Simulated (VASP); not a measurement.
Set up this calculation in VASP 6.6.1, as the native input.

```yaml
Task: single point
Functional: PBE
Potentials_or_basis: VASP PAW PBE potentials, release 64 (Zr_sv, O)
Cutoff: 520 eV
k_mesh: 11 × 11 × 11
Occupations: fermi-dirac, width 0.0612256 eV
Spin: no spin polarisation
Dipole_correction: no
Further_INCAR_settings: ALGO = Normal; EDIFF = 1e-06; NBANDS = 53
```

The structure of Zr2O3 lies in POSCAR:

```
Zr2O3
1.0
    4.9659413511      0.0000000000      0.0000000000
    0.0000000000      4.9659413511      0.0000000000
    0.0000000000      0.0000000000      4.9659413511
Zr O
4 6
Direct
    0.2500000000      0.2500000000      0.2500000000
    0.7500000000      0.7500000000      0.2500000000
    0.7500000000      0.2500000000      0.7500000000
    0.2500000000      0.7500000000      0.7500000000
    0.5000000000      0.0000000000      0.0000000000
    0.0000000000      0.5000000000      0.0000000000
    0.0000000000      0.0000000000      0.5000000000
    0.5000000000      0.5000000000      0.0000000000
    0.5000000000      0.0000000000      0.5000000000
    0.0000000000      0.5000000000      0.5000000000
```

The input as run:

INCAR

```
ALGO = Normal ; EDIFF = 1E-6
ENCUT = 520 ; GGA = PE
ISIF = 2 ; ISMEAR = -1
LASPH = True ; LCHARG = False
LREAL = False ; LWAVE = False
NBANDS = 53 ; NELM = 100
PREC = Accurate ; SIGMA = 0.06122561905347299
```

KPOINTS

```
k-points
0
Gamma
  11 11 11
```

Potentials or basis: VASP PAW PBE potentials, release 64 (Zr_sv, O).

Command:

```console
$ cat potpaw_PBE.64/Zr_sv/POTCAR potpaw_PBE.64/O/POTCAR > POTCAR
$ mpirun -np 1 vasp_std > vasp.out
```

It gave:

```
Pressure               : 14.2 GPa
Band gap on the k mesh : zero (bands 42 and 43 overlap by 0.46 eV)
```

Caveat: the cell stands under pressure.

It took 4.5 min on 1 thread of Intel(R) Xeon(R) Platinum 8124M CPU @ 3.00GHz (Skylake/Cascade Lake), with other jobs on the host, peak memory 0.4 GiB.
